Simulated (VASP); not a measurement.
La: single point with r2SCAN

Crystal: La.

```
La
1.0
     3.78717    0.00000    0.00000
    -1.89358    3.27978    0.00000
     0.00000    0.00000   12.06209
La
4
Cartesian
  3.7872 0.0000 0.0000
  3.7872 0.0000 6.0310
  0.0000 2.1865 9.0466
  1.8936 1.0933 3.0155
```

```yaml
Program: VASP 6.6.1
Task: single point
Functional: r2SCAN
Potentials_or_basis: VASP PAW PBE potentials, release 64 (La)
Cutoff: 520 eV
k_mesh: 10 × 10 × 3
Occupations: gaussian, width 0.03 eV
Spin: no spin polarisation
Dipole_correction: no
Further_INCAR_settings: ALGO = Normal; EDIFF = 1e-06; NBANDS = 30
```

The pressure is 0.1 GPa and the band gap on the k mesh is zero (bands 22 and 23 overlap by 1.29 eV).

Stress tensor (GPa, compression positive):
```
 0.17  0.00  0.00
 0.00  0.17  0.00
 0.00  0.00 -0.06
```

Levels at points of the mesh, in eV from the Fermi level:
```
           k point  band 19  band 20  band 21  band 22  band 23  band 24  band 25  band 26
(0.00, 0.00, 0.00)    -1.92    -1.83     0.52     0.70     1.35     1.35     1.42     1.42
(0.50, 0.00, 0.00)    -1.62    -1.07    -0.66    -0.29    -0.21     0.52     0.99     1.27
```

Wall time 11 min on 1 thread of Intel(R) Xeon(R) Platinum 8259CL CPU @ 2.50GHz (Skylake/Cascade Lake), with other jobs on the host, peak memory 0.34 GiB.

Caveat: the PAW data sets were made with another functional, which shifts forces and pressure a little; spin-orbit coupling is left out, which moves the levels of the heavy elements.
